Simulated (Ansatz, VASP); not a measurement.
Ag in VASP and in Ansatz

```
CELL_PARAMETERS angstrom
0.00000 2.04310 2.20655
2.04310 0.00000 2.20655
2.04310 2.04310 0.00000
ATOMIC_POSITIONS crystal
Ag 0.00000 0.00000 0.00000
```

Change from the starting cell: strain +0.000 along x and y, +0.080 along z, atoms carried along.

Alike in both runs: task single point; functional PBEsol; k mesh 20 × 20 × 20; occupations gaussian, width 0.15 eV; no spin polarisation.

|  | VASP | Ansatz |
| --- | --- | --- |
| version | VASP 6.6.1 | Ansatz 0.2.0 |
| potentials or method | VASP PAW PBE potentials, release 64 (Ag), cutoff 520 eV | scalar-relativistic, plane waves, PAW |
| valence electrons in the cell | 11 | 19 |

Ansatz gave:

| Property | Result |
| --- | --- |
| gap on the k mesh at the Fermi level (eV) | none |
| pressure (GPa) | -8.8 |
| traceless stress, the component that is largest in VASP (GPa) | -1.91 |

Q: Estimate VASP's values.

A: gap on the k mesh at the Fermi level (eV): none; pressure (GPa): -8.9; traceless stress, the component that is largest in VASP (GPa): -1.90.

VASP's potentials were made for PBE, not for PBEsol. A gap of «none» marks a metal or a gap that the smearing closes. VASP's potentials hold 11 valence electrons a cell and Ansatz's 19, so a difference there can come from the potentials and not from the codes.
